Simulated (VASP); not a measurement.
# NiO (Fm-3m) in VASP: a series of runs

NiO is run at these levels: PBE+U; tasks: single point, relaxation of cell and atoms.

All numbers are computed with VASP 6.6.1; they aren't measurements. Logs are shortened: lines on timing, memory, paths and dates and some standing lists are left out, and cuts for length are marked.

## 1. The cell of the first run

The structure is cubic, space group Fm-3m (No. 225). The conventional cell has a = 4.267 Å, b = 4.267 Å, c = 4.267 Å, α = 90.00°, β = 90.00°, γ = 90.00°. Ni (site symmetry m-3m) has 6 O at 2.13 Å within 2.8 Å. Within 2.8 Å of O (site symmetry m-3m) lie 6 Ni at 2.13 Å.

## 2. Single point, PBE+U, collinear spin, ferromagnetic start

File INCAR:

```
PREC = Accurate
ENCUT = 600
EDIFF = 1E-6
ISMEAR = 0
SIGMA = 0.02
LREAL = F
LASPH = T
NELM = 200
ALGO = Normal
ISIF = 2
LWAVE = F
LCHARG = F
ISPIN = 2
MAGMOM = 1.91 0.21
LORBIT = 11
LMAXMIX = 4
LDAU = T
LDAUTYPE = 2
LDAUL = 2 -1
LDAUU = 6.2 0
LDAUJ = 0 0
LDAUPRINT = 1
GGA = PE
NBANDS = 23
GGA_COMPAT = F
```

File KPOINTS:

```
Automatic mesh
0
Gamma
  12 12 12
```

File POSCAR:

```
NiO
1.0
    0.0000000000      2.1337376371      2.1337376371
    2.1337376371      0.0000000000      2.1337376371
    2.1337376371      2.1337376371      0.0000000000
Ni O
1 1
Direct
    0.0000000000      0.0000000000      0.0000000000
    0.5000000000      0.5000000000      0.5000000000
```

Potentials or basis: VASP PAW PBE potentials, release 64 (Ni_sv_GW, O).

Started as:

```bash
$ cat potpaw_PBE.64/Ni_sv_GW/POTCAR potpaw_PBE.64/O/POTCAR > POTCAR
$ mpirun -np 1 vasp_std > vasp.out
```

OUTCAR:

```text
PREC = Accurate
   ENCUT = 600
   EDIFF = 1E-6
   ISMEAR = 0
   LREAL = F
   LASPH = T
   NELM = 200
   ISIF = 2
   ISPIN = 2
   LORBIT = 11
   GGA = PE

 ion  position               nearest neighbor table
   1  0.000  0.000  0.000-   2 2.13   2 2.13   2 2.13   2 2.13   2 2.13   2 2.13
   2  0.500  0.500  0.500-   1 2.13   1 2.13   1 2.13   1 2.13   1 2.13   1 2.13

  LATTYP: Found a face centered cubic cell.
 ALAT       =     4.2674752742

  Lattice vectors:

 A1 = (   0.0000000000,   2.1337376371,   2.1337376371)
 A2 = (   2.1337376371,   0.0000000000,   2.1337376371)
 A3 = (   2.1337376371,   2.1337376371,   0.0000000000)

Analysis of symmetry for initial positions (statically):
=====================================================================
 Subroutine PRICEL returns:
 Original cell was already a primitive cell.

 Routine SETGRP: Setting up the symmetry group for a
 face centered cubic supercell.

 Subroutine GETGRP returns: Found 48 space group operations
 (whereof 48 operations were pure point group operations)
 out of a pool of 48 trial point group operations.

The static configuration has the point symmetry O_h .

Analysis of symmetry for dynamics (positions and initial velocities):
=====================================================================
 Subroutine PRICEL returns:
 Original cell was already a primitive cell.

 Routine SETGRP: Setting up the symmetry group for a
 face centered cubic supercell.

 Subroutine GETGRP returns: Found 48 space group operations
 (whereof 48 operations were pure point group operations)
 out of a pool of 48 trial point group operations.

The dynamic configuration has the point symmetry O_h .

Analysis of structural, dynamic, and magnetic symmetry:
=====================================================================
 Subroutine PRICEL returns:
 Original cell was already a primitive cell.

 Routine SETGRP: Setting up the symmetry group for a
 face centered cubic supercell.

 Subroutine GETGRP returns: Found 48 space group operations
 (whereof 48 operations were pure point group operations)
 out of a pool of 48 trial point group operations.

The overall configuration has the point symmetry O_h .

 Subroutine INISYM returns: Found 48 space group operations
 (whereof 48 operations are pure point group operations),
 and found     1 'primitive' translations

----------------------------------------------------------------------------------------

                                     Primitive cell

  volume of cell :      19.4291

  direct lattice vectors                    reciprocal lattice vectors
     0.000000000  2.133737637  2.133737637    -0.234330590  0.234330590  0.234330590
     2.133737637  0.000000000  2.133737637     0.234330590 -0.234330590  0.234330590
     2.133737637  2.133737637  0.000000000     0.234330590  0.234330590 -0.234330590

  length of vectors
     3.017560705  3.017560705  3.017560705     0.405872488  0.405872488  0.405872488

  position of ions in fractional coordinates (direct lattice)
     0.000000000  0.000000000  0.000000000
     0.500000000  0.500000000  0.500000000

  ion indices of the primitive-cell ions
   primitive index   ion index
                 1           1
                 2           2

----------------------------------------------------------------------------------------

 KPOINTS: Automatic mesh

Automatic generation of k-mesh.
 Grid dimensions read from file:
 generate k-points for:   12   12   12

[... 59 lines left out ...]
   LSORBIT =      F    spin-orbit coupling
   LASPH  =      T    aspherical Exc in radial PAW
   ENCUT  =  600.0 eV  44.10 Ry    6.64 a.u.   6.03  6.03  6.03*2*pi/ulx,y,z
   NELM   =    200;   NELMIN=  2; NELMDL= -5     # of ELM steps
   EDIFF  = 0.1E-05   stopping-criterion for ELM
   LREAL  =      F    real-space projection
   EDIFFG = 0.1E-04   stopping-criterion for IOM
   NSW    =      0    number of steps for IOM
   IBRION =     -1    ionic relax: 0-MD 1-quasi-New 2-CG
   NFREE  =      0    steps in history (QN), initial steepest desc. (CG)
   ISIF   =      2    stress and relaxation
   ISYM   =      2    0-nonsym 1-usesym 2-fastsym
   POTIM  = 0.5000    time-step for ionic-motion
   TEBEG  =    0.0;   TEEND  =   0.0 temperature during run
   PSTRESS=    0.0 pullay stress
   NELECT =      24.0000    total number of electrons
   NUPDOWN=      -1.0000    fix difference up-down
   EMIN   =  10.00;   EMAX   =-10.00  energy-range for DOS
   EFERMI =   0.00;   METHOD = LEGACY
   ISMEAR =     0;   SIGMA  =   0.02  broadening in eV -4-tet -1-fermi 0-gaus
   EFERMI_NEDOS =   21; number of points for ismear=-14 and -15
   IALGO  =     38    algorithm
   IMIX   =      4    mixing-type and parameters
     AMIX     =   0.40;   BMIX     =  1.00
     AMIX_MAG =   1.60;   BMIX_MAG =  1.00
  volume/ion in A,a.u.               =       9.71        65.56
  Fermi-wavevector in a.u.,A,eV,Ry     =   1.756552  3.319401 41.980413  3.085473
  Thomas-Fermi vector in A             =   2.826079
   LORBIT       =     11    0 simple, 1 ext, 2 COOP (PROOUT), +10 PAW based schemes
 LDA+U is selected, type is set to LDAUTYPE =  2
   angular momentum for each species LDAUL =     2   -1
   U (eV)           for each species LDAUU =   6.2  0.0
   J (eV)           for each species LDAUJ =   0.0  0.0
   GGA     = PE    functional components
   LHFCALC =     F    Hartree Fock is set to
   AEXX    =    0.0000 exact exchange contribution
   IVDW    =     0    specifies the selected vdW correction
   LEPSILON=     F    determine dielectric tensor
   LRPA    =     F    only Hartree local field effects (RPA)
 spin polarized calculation
 Gauss-broadening in eV      SIGMA  =   0.02
  energy-cutoff  :      600.00
  volume of cell :       19.43
 maximum number of plane-waves:       661
   NGX = 13   NGY = 13   NGZ = 13

atom =   1  type =  1  l = 2

 onsite density matrix

spin component  1

  0.9391 -0.0000 -0.0000  0.0000  0.0000
 -0.0000  0.9391  0.0000  0.0000 -0.0000
 -0.0000  0.0000  0.9672  0.0000 -0.0000
  0.0000  0.0000  0.0000  0.9391  0.0000
  0.0000 -0.0000 -0.0000  0.0000  0.9672

spin component  2

  0.9321 -0.0000  0.0000  0.0000 -0.0000
 -0.0000  0.9321 -0.0000  0.0000  0.0000
  0.0000 -0.0000  0.0888 -0.0000 -0.0000
  0.0000  0.0000 -0.0000  0.9321 -0.0000
 -0.0000  0.0000 -0.0000 -0.0000  0.0888

 occupancies and eigenvectors

  o =  0.0888  v =  0.0000  0.0000  0.0000  0.0000  0.0000  0.0000  0.0000 -0.0861 -0.0000 -0.9963      0.0000  0.0000  0.0000  0.0000  0.0000  0.0000  0.0000  0.0000  0.0000  0.0000
  o =  0.0888  v =  0.0000  0.0000  0.0000  0.0000  0.0000  0.0000  0.0000 -0.9963 -0.0000  0.0861      0.0000  0.0000  0.0000  0.0000  0.0000  0.0000  0.0000  0.0000  0.0000  0.0000
  o =  0.9321  v =  0.0000  0.0000  0.0000  0.0000  0.0000  0.0000 -0.1719 -0.0000  0.9851 -0.0000      0.0000  0.0000  0.0000  0.0000  0.0000  0.0000  0.0000  0.0000  0.0000  0.0000
  o =  0.9321  v =  0.0000  0.0000  0.0000  0.0000  0.0000  0.0000 -0.9851  0.0000 -0.1719  0.0000      0.0000  0.0000  0.0000  0.0000  0.0000  0.0000  0.0000  0.0000  0.0000  0.0000
  o =  0.9321  v =  0.0000  0.0000  0.0000  0.0000  0.0000  1.0000  0.0000  0.0000  0.0000  0.0000      0.0000  0.0000  0.0000  0.0000  0.0000  0.0000  0.0000  0.0000  0.0000  0.0000
  o =  0.9391  v =  0.0000  0.9045  0.0000  0.4265  0.0000  0.0000  0.0000  0.0000  0.0000  0.0000      0.0000  0.0000  0.0000  0.0000  0.0000  0.0000  0.0000  0.0000  0.0000  0.0000
  o =  0.9391  v =  1.0000  0.0000  0.0000  0.0000  0.0000  0.0000  0.0000  0.0000  0.0000  0.0000      0.0000  0.0000  0.0000  0.0000  0.0000  0.0000  0.0000  0.0000  0.0000  0.0000
  o =  0.9391  v =  0.0000  0.4265  0.0000 -0.9045  0.0000  0.0000  0.0000  0.0000  0.0000  0.0000      0.0000  0.0000  0.0000  0.0000  0.0000  0.0000  0.0000  0.0000  0.0000  0.0000
  o =  0.9672  v =  0.0000  0.0000  0.1032 -0.0000 -0.9947  0.0000  0.0000  0.0000  0.0000  0.0000      0.0000  0.0000  0.0000  0.0000  0.0000  0.0000  0.0000  0.0000  0.0000  0.0000
  o =  0.9672  v =  0.0000  0.0000 -0.9947 -0.0000 -0.1032  0.0000  0.0000  0.0000  0.0000  0.0000      0.0000  0.0000  0.0000  0.0000  0.0000  0.0000  0.0000  0.0000  0.0000  0.0000

 number of electron      23.9999986 magnetization       2.0000159

 Free energy of the ion-electron system (eV)
  ---------------------------------------------------
  ext. energy  EPLUGINS =         0.00000000
  ---------------------------------------------------
  free energy    TOTEN  =       -10.25359662 eV

  energy without entropy =      -10.25359662  energy(sigma->0) =      -10.25359662

 E-fermi :   5.7997     XC(G=0): -12.6181

 val. band max:        5.4286040275   @ k =   0.5000   0.0000   0.0000
 cond. band min:       7.4289427538   @ k =   0.0000   0.0000   0.0000
 fundamental gap:      2.0003387264
 Fermi energy:         5.7997429373

 spin component 1

 k-point     1 :       0.0000    0.0000    0.0000
  band No.  band energies     occupation
      1     -98.5791      1.00000
      2     -58.9614      1.00000
      3     -58.9614      1.00000
      4     -58.9614      1.00000
      5     -13.1804      1.00000
      6      -0.1153      1.00000
[... 1241 lines left out ...]
     22      35.9073      0.00000
     23      36.2786      0.00000

 [... further k-points ...]
[... 5 lines left out ...]
  --------------------------------------------------------------------------------------
  -------------------------------------------------------------------------------------
  Total       -0.4443143     -0.4443143     -0.4443143      0.0000000      0.0000000     -0.0000000
  in kB      -36.6393591    -36.6393591    -36.6393591      0.0000000      0.0000000     -0.0000000
  external PRESSURE =     -36.6393591 kB  Pullay stress =       0.0000000 kB

 VOLUME and BASIS-vectors are now :
 -----------------------------------------------------------------------------
  energy-cutoff  :      600.00
  volume of cell :       19.43
      direct lattice vectors                 reciprocal lattice vectors
     0.000000000  2.133737637  2.133737637    -0.234330590  0.234330590  0.234330590
     2.133737637  0.000000000  2.133737637     0.234330590 -0.234330590  0.234330590
     2.133737637  2.133737637  0.000000000     0.234330590  0.234330590 -0.234330590

 POSITION                                       TOTAL-FORCE (eV/Angst)
 -----------------------------------------------------------------------------------
      0.00000      0.00000      0.00000        -0.000000     -0.000000      0.000000
      2.13374      2.13374      2.13374         0.000000      0.000000     -0.000000
 -----------------------------------------------------------------------------------
    total drift:                                0.000000     -0.000000     -0.000000

  FREE ENERGIE OF THE ION-ELECTRON SYSTEM (eV)
  ---------------------------------------------------
  free  energy   TOTEN  =       -10.2535966189 eV

  energy  without entropy=      -10.2535966189  energy(sigma->0) =      -10.25359662

 total charge

# of ion       s       p       d       f       tot
--------------------------------------------------
    1        2.156   6.211   7.700   0.008  16.076
    2        1.545   3.464   0.000   0.000   5.009
--------------------------------------------------
tot          3.701   9.675   7.700   0.008  21.085

 magnetization (x)

# of ion       s       p       d       f       tot
--------------------------------------------------
    1        0.010   0.011   1.775   0.001   1.797
    2        0.020   0.143   0.000   0.000   0.164
--------------------------------------------------
tot          0.030   0.155   1.775   0.001   1.961
```

Wall time 35 s (1 thread of Intel Xeon 6975P-C (Granite Rapids), shared host); peak memory 0.21 GiB.

Results:

* Free energy: -10.2536 eV
* Pressure: -3.7 GPa
* Band gap on the k mesh: 2.00 eV, indirect (least direct gap 3.17 eV)
* Net moment: 2.00 μB per cell
* Site moments: Ni +1.80; O +0.16 μB
* Valence electrons inside the program's atomic spheres: Ni 16.08; O 5.01

Eigenvalues of the final occupation matrices:
```csv
site,spin,trace,eigenvalues
site 1 d,1,4.75,0.94 0.94 0.94 0.97 0.97
site 1 d,2,2.97,0.09 0.09 0.93 0.93 0.93
```

Caveat: a cell with one magnetic atom can't hold antiferromagnetic order, which such compounds often take. A k mesh can miss the band edges.

(Continued in part 2 of 2.)
